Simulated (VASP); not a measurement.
**TiAl: single point with PBEsol**

The system is TiAl.

```xyz
2
Lattice="2.6506 0.0000 0.0000 -1.3253 2.2955 0.0000 0.0000 0.0000 4.3993" Properties=species:S:1:pos:R:3 pbc="T T T"
Ti    0.0000    0.0000    0.0000
Al    0.0000    1.5303    2.1996
```

| Property | Result |
| --- | --- |
| Program | VASP 6.6.1 |
| Task | single point |
| Functional | PBEsol |
| Potentials or basis | VASP PAW PBE potentials, release 64 (Ti_sv, Al) |
| Cutoff | 520 eV |
| k mesh | 11 × 11 × 6 |
| Occupations | fermi-dirac, width 0.05 eV |
| Spin | no spin polarisation |
| Dipole correction | no |
| Further INCAR settings | ALGO = Normal; EDIFF = 1e-06; NBANDS = 14 |

| Item | Value |
| --- | --- |
| Pressure | 29.8 GPa |

Stress tensor (GPa, compression positive):
```
29.81  0.00  0.00
 0.00 29.81  0.00
 0.00  0.00 29.93
```

Levels at points of the mesh, in eV from the Fermi level:
| k point | band 5 | band 6 | band 7 | band 8 | band 9 | band 10 |
| --- | --- | --- | --- | --- | --- | --- |
| (0.00, 0.00, 0.00) | -10.11 | -2.65 | -2.06 | 1.51 | 1.51 | 3.58 |
| (0.00, 0.00, 0.50) | -9.01 | -5.82 | -0.79 | 1.52 | 1.52 | 3.49 |

Wall time 25 s on 1 thread of AMD EPYC 7R43 64-Core Processor (Zen 3), with other jobs on the host, peak memory 0.12 GiB.

Caveat: the PAW data sets were made with another functional, which shifts forces and pressure a little.
